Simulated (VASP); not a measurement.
# TiAl3H in VASP: a series of runs

Runs on TiAl3H. Level: LDA. Tasks: single point.

Program: VASP 6.6.1. These are calculated values, not measurements. Logs are shortened: lines on timing, memory, paths and dates and some standing lists are left out, and cuts for length are marked.

### Step 1. The cell of the first run

The cell holds a slab with vacuum, 10 atoms: a = 5.013 Å, b = 5.013 Å, c = 22.068 Å, α = 90.00°, β = 90.00°, γ = 64.41°.

### Step 2. Single point, LDA

INCAR

```
PREC     = Accurate       # precision mode
ENCUT    = 520            # plane-wave cutoff, eV
EDIFF    = 1E-6           # SCF threshold, eV
ISMEAR   = 0              # smearing method
SIGMA    = 0.1            # smearing width, eV
LREAL    = F              # projectors in reciprocal space
LASPH    = T              # aspherical terms in the spheres
NELM     = 100            # most SCF steps
ALGO     = Normal         # electronic algorithm
ISIF     = 2              # what is computed and relaxed
LWAVE    = F              # write WAVECAR
LCHARG   = T              # write CHGCAR
LDIPOL   = T            
IDIPOL   = 3            
DIPOL    = 0.5 0.5 0.324
LELF     = T              # ELF
LVHAR    = T            
LVACPOTAV= T            
NBANDS   = 33             # bands
```

KPOINTS

```
regular mesh
0
Gamma
  6 6 1
```

POSCAR

```
TiAl3H
1.0
    5.0133158832      0.0000000000      0.0000000000
    2.1650041019      4.5217356605      0.0000000000
    0.0000000000      0.0000000000     22.0677223531
Al Ti H
6 2 2
Direct
    0.5000000000      0.0000000000      0.1812602105
    0.0000000000      0.5000000000      0.1812602105
    0.0000000000      0.0000000000      0.2418017965
    0.0000000000      0.5000000000      0.3061179612
    0.5000000000      0.0000000000      0.3061179612
    0.5000000000      0.5000000000      0.3655892631
    0.5000000000      0.5000000000      0.2418017965
    0.0000000000      0.0000000000      0.3624433202
    0.0000000000     -0.0648273533      0.5287234526
    0.0000000000      0.0648273533      0.5287234526
```

Potentials or basis: VASP PAW LDA potentials, release 64 (Al, Ti_sv, H).

Command:

```bash
> cat potpaw_LDA.64/Al/POTCAR potpaw_LDA.64/Ti_sv/POTCAR potpaw_LDA.64/H/POTCAR > POTCAR
> mpirun -np 1 vasp_std > vasp.out
```

OUTCAR:

```text
PREC = Accurate
   ENCUT = 520
   EDIFF = 1E-6
   ISMEAR = 0
   LREAL = F
   LASPH = T
   NELM = 100
   ISIF = 2

 ion  position               nearest neighbor table
   1  0.500  0.000  0.181-   2 2.67   2 2.67   5 2.76   7 2.84   7 2.84   3 2.84   3 2.84
   2  0.000  0.500  0.181-   1 2.67   1 2.67   4 2.76   3 2.84   3 2.84   7 2.84   7 2.84
   3  0.000  0.000  0.242-   8 2.66   7 2.67   7 2.67   2 2.84   2 2.84   1 2.84   1 2.84   4 2.88
                             4 2.88   5 2.88   5 2.88
   4  0.000  0.500  0.306-   5 2.67   5 2.67   2 2.76   8 2.80   8 2.80   6 2.83   6 2.83   3 2.88
                             3 2.88   7 2.88   7 2.88
   5  0.500  0.000  0.306-   4 2.67   4 2.67   1 2.76   8 2.80   8 2.80   6 2.83   6 2.83   7 2.88
                             7 2.88   3 2.88   3 2.88
   6  0.500  0.500  0.366-   8 2.67   8 2.67   7 2.73   5 2.83   5 2.83   4 2.83   4 2.83
   7  0.500  0.500  0.242-   3 2.67   3 2.67   6 2.73   1 2.84   1 2.84   2 2.84   2 2.84   5 2.88
                             5 2.88   4 2.88   4 2.88
   8  0.000  0.000  0.362-   3 2.66   6 2.67   6 2.67   4 2.80   4 2.80   5 2.80   5 2.80
   9  0.000  0.935  0.529-  10 0.65
  10  0.000  0.065  0.529-   9 0.65

  LATTYP: Found a base centered orthorhombic cell.
 ALAT       =     5.3440596354
 B/A-ratio  =     1.5875142919
 C/A-ratio  =     4.1293929819

  Lattice vectors:

 A1 = (  -2.1650041019,  -4.5217356605,   0.0000000000)
 A2 = (   5.0133158832,   0.0000000000,   0.0000000000)
 A3 = (   0.0000000000,   0.0000000000,  22.0677223531)

Analysis of symmetry for initial positions (statically):
=====================================================================
 Subroutine PRICEL returns:
 Original cell was already a primitive cell.

 Routine SETGRP: Setting up the symmetry group for a
 base centered orthorhombic supercell.

 Subroutine GETGRP returns: Found  2 space group operations
 (whereof  2 operations were pure point group operations)
 out of a pool of  8 trial point group operations.

The static configuration has the point symmetry C_2 .

Analysis of symmetry for dynamics (positions and initial velocities):
=====================================================================
 Subroutine PRICEL returns:
 Original cell was already a primitive cell.

 Routine SETGRP: Setting up the symmetry group for a
 base centered orthorhombic supercell.

 Subroutine GETGRP returns: Found  2 space group operations
 (whereof  2 operations were pure point group operations)
 out of a pool of  8 trial point group operations.

The dynamic configuration has the point symmetry C_2 .

 Subroutine INISYM returns: Found  2 space group operations
 (whereof  2 operations are pure point group operations),
 and found     1 'primitive' translations

----------------------------------------------------------------------------------------

                                     Primitive cell

  volume of cell :     500.2508

  direct lattice vectors                    reciprocal lattice vectors
     5.013315883  0.000000000  0.000000000     0.199468779 -0.095505522  0.000000000
     2.165004102  4.521735661  0.000000000     0.000000000  0.221154016  0.000000000
     0.000000000  0.000000000 22.067722353     0.000000000  0.000000000  0.045315053

  length of vectors
     5.013315883  5.013315883 22.067722353     0.221154016  0.221154016  0.045315053

  position of ions in fractional coordinates (direct lattice)
     0.500000000  0.000000000  0.181260210
     0.000000000  0.500000000  0.181260210
     0.000000000  0.000000000  0.241801796
     0.000000000  0.500000000  0.306117961
     0.500000000  0.000000000  0.306117961
     0.500000000  0.500000000  0.365589263
     0.500000000  0.500000000  0.241801796
     0.000000000  0.000000000  0.362443320
     0.000000000  0.935172647  0.528723453
     0.000000000  0.064827353  0.528723453

  ion indices of the primitive-cell ions
   primitive index   ion index
                 1           1
                 2           2
                 3           3
                 4           4
                 5           5
                 6           6
                 7           7
                 8           8
                 9           9
                10          10

----------------------------------------------------------------------------------------

 KPOINTS: regular mesh

Automatic generation of k-mesh.
 Grid dimensions read from file:
 generate k-points for:    6    6    1

 Generating k-lattice:

  Cartesian coordinates                     Fractional coordinates (reciprocal lattice)
     0.033244797 -0.015917587  0.000000000     0.166666667  0.000000000  0.000000000
     0.000000000  0.036859003  0.000000000     0.000000000  0.166666667  0.000000000
     0.000000000  0.000000000  0.045315053     0.000000000  0.000000000  1.000000000

  Length of vectors
     0.036859003  0.036859003  0.045315053

  Shift w.r.t. Gamma in fractional coordinates (k-lattice)
     0.000000000  0.000000000  0.000000000

 Subroutine IBZKPT returns following result:
 ===========================================

 Found     20 irreducible k-points:

 Following reciprocal coordinates:
            Coordinates               Weight
  0.000000  0.000000  0.000000      1.000000
  0.166667  0.000000  0.000000      2.000000
  0.000000 -0.166667  0.000000      2.000000
  0.333333 -0.000000  0.000000      2.000000
  0.000000 -0.333333  0.000000      2.000000
  0.500000  0.000000  0.000000      1.000000
[... 12 lines left out ...]
 -0.333333  0.333333  0.000000      2.000000
  0.500000  0.500000  0.000000      1.000000
   k-points           NKPTS =     20   k-points in BZ     NKDIM =     20   number of bands    NBANDS=     33
   number of dos      NEDOS =    301   number of ions     NIONS =     10
   total plane-waves  NPLWV = 268800
   dimension x,y,z NGX =    40 NGY =   40 NGZ =  168
   dimension x,y,z NGXF=    80 NGYF=   80 NGZF=  336
   ions per type =               6   2   2
   NGX,Y,Z   is equivalent  to a cutoff of  13.26, 13.26, 12.66 a.u.
   NGXF,Y,Z  is equivalent  to a cutoff of  26.53, 26.53, 25.31 a.u.
 SYSTEM =  unknown system
   PREC   = accura    normal or accurate (medium, high low for compatibility)
   ISTART =      0    job   : 0-new  1-cont  2-samecut
   ICHARG =      2    charge: 1-file 2-atom 10-const
   ISPIN  =      1    spin polarized calculation?
   LNONCOLLINEAR =      F non collinear calculations
   LSORBIT =      F    spin-orbit coupling
   LASPH  =      T    aspherical Exc in radial PAW
   ENCUT  =  520.0 eV  38.22 Ry    6.18 a.u.   9.32  9.32 41.03*2*pi/ulx,y,z
   NELM   =    100;   NELMIN=  2; NELMDL= -5     # of ELM steps
   EDIFF  = 0.1E-05   stopping-criterion for ELM
   LREAL  =      F    real-space projection
   EDIFFG = 0.1E-04   stopping-criterion for IOM
   NSW    =      0    number of steps for IOM
   IBRION =     -1    ionic relax: 0-MD 1-quasi-New 2-CG
   NFREE  =      0    steps in history (QN), initial steepest desc. (CG)
   ISIF   =      2    stress and relaxation
   ISYM   =      2    0-nonsym 1-usesym 2-fastsym
   POTIM  = 0.5000    time-step for ionic-motion
   TEBEG  =    0.0;   TEEND  =   0.0 temperature during run
   PSTRESS=    0.0 pullay stress
   NELECT =      44.0000    total number of electrons
   NUPDOWN=      -1.0000    fix difference up-down
   EMIN   =  10.00;   EMAX   =-10.00  energy-range for DOS
   EFERMI =   0.00;   METHOD = LEGACY
   ISMEAR =     0;   SIGMA  =   0.10  broadening in eV -4-tet -1-fermi 0-gaus
   EFERMI_NEDOS =   21; number of points for ismear=-14 and -15
   IALGO  =     38    algorithm
   IMIX   =      4    mixing-type and parameters
     AMIX     =   0.40;   BMIX     =  1.00
     AMIX_MAG =   1.60;   BMIX_MAG =  1.00
  volume/ion in A,a.u.               =      50.03       337.59
  Fermi-wavevector in a.u.,A,eV,Ry     =   0.728053  1.375821  7.211925  0.530062
  Thomas-Fermi vector in A             =   1.819430
   LORBIT       =      0    0 simple, 1 ext, 2 COOP (PROOUT), +10 PAW based schemes
   GGA     = CA    functional components
   LHFCALC =     F    Hartree Fock is set to
   AEXX    =    0.0000 exact exchange contribution
   IVDW    =     0    specifies the selected vdW correction
   LEPSILON=     F    determine dielectric tensor
   LRPA    =     F    only Hartree local field effects (RPA)
 non-spin polarized calculation
 Gauss-broadening in eV      SIGMA  =   0.10
  energy-cutoff  :      520.00
  volume of cell :      500.25
 maximum number of plane-waves:     13496
 NGX is ok and might be reduce to    40
   NGX = 19   NGY = 19   NGZ = 83

 dipolmoment           0.000000      0.000000      0.146542 electrons x Angstroem

 number of electron      44.0000004 magnetization

 dipolmoment           0.000000      0.000000     -0.033460 electrons x Angstroem

 Free energy of the ion-electron system (eV)
  ---------------------------------------------------
  ext. energy  EPLUGINS =         0.00000000
  ---------------------------------------------------
  free energy    TOTEN  =       -46.10953371 eV

  energy without entropy =      -46.07086232  energy(sigma->0) =      -46.09019802

 E-fermi :  -1.0086     XC(G=0):  -4.0438

 val. band max:       -1.0398335804   @ k =   0.5000   0.1667   0.0000
 cond. band min:      -0.9967132783   @ k =   0.3333   0.3333   0.0000
 fundamental gap:      0.0431203021
 Fermi energy:        -1.0086013908

 k-point     1 :       0.0000    0.0000    0.0000
  band No.  band energies     occupation
      1     -57.2255      2.00000
      2     -56.8080      2.00000
      3     -34.0532      2.00000
      4     -33.8978      2.00000
      5     -33.7305      2.00000
      6     -33.5545      2.00000
[... 25 lines left out ...]
     32       1.8758      0.00000
     33       2.3303      0.00000

 k-point     2 :       0.1667    0.0000    0.0000
  band No.  band energies     occupation
      1     -57.2255      2.00000
      2     -56.8080      2.00000
      3     -34.0532      2.00000
      4     -33.8980      2.00000
      5     -33.7309      2.00000
      6     -33.5544      2.00000
[... 25 lines left out ...]
     32       2.1168      0.00000
     33       2.3480      0.00000

 k-point     3 :       0.0000   -0.1667    0.0000
  band No.  band energies     occupation
      1     -57.2255      2.00000
      2     -56.8080      2.00000
      3     -34.0532      2.00000
      4     -33.8980      2.00000
      5     -33.7309      2.00000
      6     -33.5544      2.00000
[... 25 lines left out ...]
     32       2.1139      0.00000
     33       2.3411      0.00000

 k-point     4 :       0.3333   -0.0000    0.0000
  band No.  band energies     occupation
      1     -57.2254      2.00000
      2     -56.8080      2.00000
      3     -34.0531      2.00000
      4     -33.8983      2.00000
      5     -33.7317      2.00000
      6     -33.5541      2.00000
[... 529 lines left out ...]
     32       2.3421      0.00000
     33       2.7097      0.00000

 k-point    19 :      -0.3333    0.3333    0.0000
  band No.  band energies     occupation
      1     -57.2254      2.00000
      2     -56.8079      2.00000
      3     -34.0530      2.00000
      4     -33.8988      2.00000
      5     -33.7319      2.00000
      6     -33.5540      2.00000
[... 25 lines left out ...]
     32       2.5384      0.00000
     33       2.7669      0.00000

 k-point    20 :       0.5000    0.5000    0.0000
  band No.  band energies     occupation
      1     -57.2254      2.00000
      2     -56.8080      2.00000
      3     -34.0530      2.00000
      4     -33.8991      2.00000
      5     -33.7310      2.00000
      6     -33.5542      2.00000
[... 25 lines left out ...]
     32       2.2307      0.00000
     33       2.6985      0.00000

------------------------ aborting loop because EDIFF is reached ----------------------------------------

  FORCE on cell =-STRESS in cart. coord.  units (eV):
  Direction    XX          YY          ZZ          XY          YZ          ZX
  --------------------------------------------------------------------------------------
  -------------------------------------------------------------------------------------
  Total       -4.8683170     -1.1821272     -1.8083363     -0.0251552      0.0000000      0.0000000
  in kB      -15.5919948     -3.7860561     -5.7916462     -0.0805659      0.0000000      0.0000000
  external PRESSURE =      -8.3898991 kB  Pullay stress =       0.0000000 kB

 VOLUME and BASIS-vectors are now :
 -----------------------------------------------------------------------------
  energy-cutoff  :      520.00
  volume of cell :      500.25
      direct lattice vectors                 reciprocal lattice vectors
     5.013315883  0.000000000  0.000000000     0.199468779 -0.095505522  0.000000000
     2.165004102  4.521735661  0.000000000     0.000000000  0.221154016  0.000000000
     0.000000000  0.000000000 22.067722353     0.000000000  0.000000000  0.045315053

 POSITION                                       TOTAL-FORCE (eV/Angst)
 -----------------------------------------------------------------------------------
      2.50666      0.00000      4.00000         0.000000      0.000000      0.581913
      1.08250      2.26087      4.00000         0.000000      0.000000      0.581808
      0.00000      0.00000      5.33601         0.000000      0.000000     -0.664856
      1.08250      2.26087      6.75533         0.000000      0.000000      0.017349
      2.50666      0.00000      6.75533         0.000000      0.000000      0.015842
      3.58916      2.26087      8.06772        -0.000000      0.000000     -0.030807
      3.58916      2.26087      5.33601         0.000000      0.000000     -0.530044
      0.00000      0.00000      7.99830         0.000000      0.000000      0.096815
      2.02465      4.22860     11.66772        -2.417809     -5.068812     -0.034010
      0.14035      0.29313     11.66772         2.417809      5.068812     -0.034010
 -----------------------------------------------------------------------------------
    total drift:                                0.000000      0.000000     -0.000073

  FREE ENERGIE OF THE ION-ELECTRON SYSTEM (eV)
  ---------------------------------------------------
  free  energy   TOTEN  =       -46.1095337084 eV

  energy  without entropy=      -46.0708623225  energy(sigma->0) =      -46.09019802

 vacuum level on the upper side and lower side of the slab         3.098         3.365
```

Run time: 6.5 min. Hardware: 1 thread of Intel Xeon 6975P-C (Granite Rapids), shared host; peak memory 0.61 GiB.

What came out:

- Free energy: -46.1095 eV
- Largest force: 5.616 eV/Å
- Band gap on the k mesh: zero (bands 22 and 23 overlap by 0.37 eV)

Forces in eV/Å, atoms in the order of the input:
```
Al   0.000  0.000  0.582
Al   0.000  0.000  0.582
Al   0.000  0.000 -0.665
Al   0.000  0.000  0.017
Al   0.000  0.000  0.016
Al   0.000  0.000 -0.031
Ti   0.000  0.000 -0.530
Ti   0.000  0.000  0.097
H   -2.418 -5.069 -0.034
H    2.418  5.069 -0.034
```

### Step 3. Single point, LDA

INCAR

```
SYSTEM = TiAl3H
PREC = Accurate
ENCUT = 520
EDIFF = 1E-7
ISMEAR = 0
SIGMA = 0.1
LREAL = .False.
LASPH = .True.
NELM = 60
ALGO = Normal
ISIF = 2
LWAVE = .False.
LCHARG = .True.
LDIPOL = .True.
IDIPOL = 3
DIPOL = 0.5 0.5 0.307
LELF = .True.
LVHAR = .True.
LVACPOTAV = .True.
NBANDS = 33
```

KPOINTS

```
Automatic mesh
0
Gamma
  6 6 1
  0 0 0
```

Edit POSCAR of step 2 so:

```diff
@@ -16,3 +16,3 @@
     0.0000000000      0.0000000000      0.3624433202
-    0.0000000000     -0.0648273533      0.5287234526
-    0.0000000000      0.0648273533      0.5287234526
+    0.0000000000     -0.0916559041      0.4439843041
+    0.0000000000      0.0916559041      0.4439843041
```

Potentials or basis: VASP PAW LDA potentials, release 64 (Al, Ti_sv, H).

Command:

```bash
> cat potpaw_LDA.64/Al/POTCAR potpaw_LDA.64/Ti_sv/POTCAR potpaw_LDA.64/H/POTCAR > POTCAR
> mpirun -np 1 vasp_std > vasp.out
```

Wall time 7.7 min (1 thread of Intel Xeon 6975P-C (Granite Rapids), shared host); peak memory 0.61 GiB.

Results (log left out):

```yaml
Free_energy: -46.8633 eV
Largest_force: 1.224 eV/Å
Band_gap_on_the_k_mesh: zero (bands 22 and 23 overlap by 0.31 eV)
```

Forces in eV/Å, atoms in the order of the input:
```
Al   0.000  0.000  0.553
Al   0.000  0.000  0.555
Al   0.000  0.000 -0.773
Al   0.000  0.000 -0.045
Al   0.000  0.000 -0.049
Al   0.000  0.000  0.227
Ti   0.000  0.000 -0.441
Ti   0.000  0.000 -0.672
H    0.901  0.763  0.322
H   -0.901 -0.763  0.322
```

Levels at points of the mesh, in eV from the Fermi level:
| k point | band 19 | band 20 | band 21 | band 22 | band 23 | band 24 | band 25 | band 26 |
| --- | --- | --- | --- | --- | --- | --- | --- | --- |
| (0.00, 0.00, 0.00) | -1.01 | -0.97 | -0.65 | -0.34 | -0.10 | 0.38 | 1.03 | 1.42 |
| (0.50, 0.00, 0.00) | -0.63 | -0.52 | -0.11 | -0.04 | 0.30 | 0.40 | 0.90 | 1.17 |
| (0.00, 0.50, 0.00) | -0.76 | -0.52 | -0.11 | -0.05 | 0.42 | 0.60 | 0.89 | 1.13 |
| (0.50, 0.50, 0.00) | -0.62 | -0.32 | -0.30 | 0.19 | 0.33 | 0.66 | 0.82 | 0.89 |
